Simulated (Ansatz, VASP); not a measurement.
# Cs: VASP beside Ansatz

```
Cs
1.0
     0.00000    3.88200    3.88200
     3.88200    0.00000    3.88200
     3.88200    3.88200    0.00000
Cs
1
Direct
  0.00000 0.00000 0.00000
```

Alike in both runs: task single point; functional PBE; k mesh 4 × 4 × 4; occupations fermi-dirac, width 0.15 eV; non-collinear spin, spin-orbit coupling.

```csv
,VASP,Ansatz
version,VASP 6.6.1,Ansatz 0.2.0 development build
potentials or method,"VASP PAW PBE potentials, release 64 (Cs_sv)","plane waves, PAW datasets (generated hard set"
plane-wave cutoff (eV),520,700
valence electrons in the cell,9,19
```

|  | VASP | Ansatz | Ansatz less VASP |
| --- | --- | --- | --- |
| net moment per atom (μB) | 0.00 | 0.00 | 0.000 |

With one functional, cell and mesh, what is left measures potentials, basis and numerics. VASP's potentials hold 9 valence electrons a cell and Ansatz's 19, so a difference there can come from the potentials and not from the codes. Ansatz's warnings: stress scf threshold loose.
